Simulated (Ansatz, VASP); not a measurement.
Mg3Ti in VASP and in Ansatz

```
Mg Ti
1.0
    -2.20097    2.20097    4.37757
     2.20097   -2.20097    4.37757
     2.20097    2.20097   -4.37757
Mg Ti
3 1
Direct
  0.50000 0.50000 0.00000
  0.25000 0.75000 0.50000
  0.75000 0.25000 0.50000
  0.00000 0.00000 0.00000
```

Alike in both runs: task electric field gradients; functional PBE; k mesh 2 × 2 × 2; occupations gaussian, width 0.1 eV; collinear spin.

|  | VASP | Ansatz |
| --- | --- | --- |
| version | VASP 6.6.1 | Ansatz 0.2.0 |
| potentials or method | VASP PAW PBE potentials, release 64 (Mg, Ti_sv), cutoff 520 eV | scalar-relativistic, plane waves, PAW |
| valence electrons in the cell | 18 | 42 |

|  | VASP | Ansatz | Ansatz less VASP |
| --- | --- | --- | --- |
| gap on the k mesh at the Fermi level (eV) | none | none | - |
| pressure (GPa) | 0.6 | 0.7 | +0.09 |
| traceless stress, the component that is largest in VASP (GPa) | 9.24 | 9.23 | -0.003 |
| net moment per atom (μB) | 0.41 | 0.41 | 0.000 |
| size of the moment on the site where the two differ most (μB) | 1.09 | 1.19 | +0.102 |

Site moments also hang on the region over which each program counts them. A gap of «none» marks a metal or a gap that the smearing closes. The functional is the same, so the differences come from potentials, cutoffs and numerics. VASP's potentials hold 18 valence electrons a cell and Ansatz's 42, so a difference there can come from the potentials and not from the codes. Ansatz's warnings: stability check not made.

The k mesh is coarse, so the values compare programs but aren't converged.
